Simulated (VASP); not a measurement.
Write the native input for VASP 6.6.1 that does the following.

| Item | Value |
| --- | --- |
| Task | single point |
| Functional | PBEsol |
| Potentials or basis | VASP PAW PBE potentials, release 64 (Re) |
| Cutoff | 520 eV |
| k mesh | 18 × 18 × 18 |
| Occupations | fermi-dirac, width 0.1 eV |
| Spin | no spin polarisation |
| Dipole correction | no |
| Further INCAR settings | ALGO = Normal; EDIFF = 1e-06; NBANDS = 10 |

The structure of Re lies in POSCAR:

```
Re
1.0
   -1.4745047519      1.4745047519      1.4745047519
    1.4745047519     -1.4745047519      1.4745047519
    1.4745047519      1.4745047519     -1.4745047519
Re
1
Direct
    0.0000000000      0.0000000000      0.0000000000
```

The input as run:

INCAR

```
ALGO     = Normal         # electronic algorithm
EDIFF    = 1E-6           # SCF threshold, eV
ENCUT    = 520            # plane-wave cutoff, eV
GGA      = PS             # functional
ISIF     = 2              # what is computed and relaxed
ISMEAR   = -1             # smearing method
LASPH    = True           # aspherical terms in the spheres
LCHARG   = False          # write CHGCAR
LREAL    = False          # projectors in reciprocal space
LWAVE    = False          # write WAVECAR
NBANDS   = 10             # bands
NELM     = 100            # most SCF steps
PREC     = Accurate       # precision mode
SIGMA    = 0.1            # smearing width, eV
```

KPOINTS

```
k-points
0
Gamma
  18 18 18
```

Potentials or basis: VASP PAW PBE potentials, release 64 (Re).

Launch:

```console
$ cat potpaw_PBE.64/Re/POTCAR > POTCAR
$ mpirun -np 1 vasp_std > vasp.out
```

It gave:

```json
{"Pressure": "71.9 GPa"}
```

Caveat: the PAW data sets were made with another functional, which shifts forces and pressure a little.

Wall time 18 s on 1 thread of Intel Xeon 6975P-C (shared host), peak memory 0.15 GiB.
